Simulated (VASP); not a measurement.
C: relaxation of cell and atoms with PBEsol

C:

```
C
1.0
    -1.44226    1.44226    1.44226
     1.44226   -1.44226    1.44226
     1.44226    1.44226   -1.44226
C
1
Cartesian
  0.0000 0.0000 0.0000
```

```yaml
Program: VASP 6.6.1
Task: relaxation of cell and atoms
Functional: PBEsol
Potentials_or_basis: VASP PAW PBE potentials, release 64 (C)
Cutoff: 600 eV
k_mesh: 8 × 8 × 8
Occupations: gaussian, width 0.1 eV
Spin: no spin polarisation
Dipole_correction: no
Further_INCAR_settings: ALGO = Normal; EDIFF = 1e-07; IBRION = 2; EDIFFG = -0.04; NSW = 90; ISIF = 3
```

The relaxed volume is 6.25 Å³/atom and the relaxed cell is a = 2.010 Å, b = 2.010 Å, c = 2.010 Å, α = 109.47°, β = 109.47°, γ = 109.47°. The space group after relaxing (to 0.05 Å) is Im-3m (No. 229), the energy gained by relaxing is 1035.3 meV/atom and the ionic steps are 3. The pressure after relaxing is 0.7 GPa and the band gap on the k mesh is zero (band 2 reaches 19.19 eV, above the bottom of band 3 at 4.24 eV).

Step by step:
| step | energy change (eV) | largest force (eV/Å) | pressure (GPa) | volume (Å³) |
| --- | --- | --- | --- | --- |
| 1 | 0.0000 | 0.0000 | -34.51 | 12.00 |
| 2 | -0.8256 | 0.0000 | -29.84 | 8.05 |
| 3 | -1.0353 | 0.0000 | 0.70 | 6.25 |

Final structure:
```
CELL_PARAMETERS angstrom
-1.16034 1.16034 1.16034
1.16034 -1.16034 1.16034
1.16034 1.16034 -1.16034
ATOMIC_POSITIONS crystal
C 0.00000 0.00000 0.00000
```

Levels at points of the mesh, in eV from the Fermi level:
```
           k point  band 1  band 2  band 3  band 4  band 5  band 6
(0.00, 0.00, 0.00)  -20.69    9.63    9.63    9.63   34.16   34.16
(0.50, 0.00, 0.00)   -9.70   -8.83    4.60    8.05   22.42   23.16
(0.50, 0.50, 0.50)   -1.85   -1.85   -1.85    1.38   11.72   11.72
```

Wall time 2.8 s on 1 thread of Intel(R) Xeon(R) 6975P-C (Granite Rapids), on a shared host, peak memory 0.11 GiB.

Caveat: the k points lie up to 0.48 Å⁻¹ apart in the final cell; the volume moved by over 15 % at a fixed basis, so the end points are rough; the PAW data sets were made with another functional, which shifts forces and pressure a little.
